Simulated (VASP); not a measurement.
Here is a VASP 6.6.1 calculation.

POSCAR

```
Sb
1.0
   -1.8713408863      1.8713408863      1.8713408863
    1.8713408863     -1.8713408863      1.8713408863
    1.8713408863      1.8713408863     -1.8713408863
Sb
1
Direct
    0.0000000000      0.0000000000      0.0000000000
```

Contents of INCAR.step1:

```
ALGO = Normal ; EDIFF = 1E-5
ENCUT = 400 ; GGA = PE
GGA_COMPAT = False ; ISIF = 2
ISMEAR = -1 ; LASPH = True
LCHARG = False ; LREAL = False
LWAVE = True ; NBANDS = 14
NELM = 120 ; PREC = Accurate
SIGMA = 0.05
```

INCAR.step2

```
AEXX = 1.0 ; AGGAC = 0.0
ALDAC = 0.0 ; ALGO = Normal
EDIFF = 1E-6 ; ENCUT = 400
GGA = PE ; GGA_COMPAT = False
ISIF = 2 ; ISMEAR = -1
ISTART = 1 ; LASPH = True
LCHARG = False ; LHFCALC = True
LREAL = False ; LWAVE = False
NBANDS = 14 ; NELM = 120
PREC = Accurate ; PRECFOCK = Normal
SIGMA = 0.05
```

File KPOINTS:

```
k-points
0
Gamma
  5 5 5
```

Potentials or basis: VASP PAW PBE potentials, release 64 (Sb_d_GW).

The run is started by

```bash
$ cat potpaw_PBE.64/Sb_d_GW/POTCAR > POTCAR
$ cp INCAR.step1 INCAR
$ mpirun -np 1 vasp_std > vasp.out
$ cp INCAR.step2 INCAR
$ mpirun -np 1 vasp_std > vasp.out
```

Predict the band gap on the k mesh.

zero (an odd number of electrons rules out a gap without spin polarisation).

Estimate the pressure.

2.2 GPa.

Caveat: the k points lie up to 0.47 Å⁻¹ apart, too coarse for converged energies and pressures of a metal; the PAW data sets were made with another functional, which shifts forces and pressure a little; spin-orbit coupling is left out, which moves the levels of the heavy elements.
